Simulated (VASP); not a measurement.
A run of VASP 6.6.1 is set up as follows.

INCAR

```
SYSTEM = Co
PREC = Accurate ; ENCUT = 520
EDIFF = 1E-6 ; ISMEAR = -1
SIGMA = 0.05 ; LREAL = .False.
LASPH = .True. ; NELM = 150
ALGO = Normal ; ISIF = 2
LWAVE = .False. ; LCHARG = .False.
ISPIN = 2 ; MAGMOM = 1.826
LORBIT = 11 ; LMAXMIX = 4
GGA = B5 ; ALDAX = 1.0
AGGAX = 1.0 ; AGGAC = 1.0
ALDAC = 0.0 ; NBANDS = 14
```

KPOINTS

```
Automatic mesh
0
Gamma
  25 25 25
  0 0 0
```

Contents of POSCAR:

```
Co
1.0
   -1.4268113961      1.4268113961      1.4268113961
    1.4268113961     -1.4268113961      1.4268113961
    1.4268113961      1.4268113961     -1.4268113961
Co
1
Direct
    0.0000000000      0.0000000000      0.0000000000
```

Potentials or basis: VASP PAW PBE potentials, release 64 (Co).

Launch:

```console
$ cat potpaw_PBE.64/Co/POTCAR > POTCAR
$ mpirun -np 1 vasp_std > vasp.out
```

(1) What does it give for the net moment?

(2) Predict the site moments.

(3) Predict the pressure.

Results:

(1) 1.73 μB per cell.

(2) Co +1.75 μB.

(3) -0.6 GPa.

Caveat: the PAW data sets were made with another functional, which shifts forces and pressure a little.
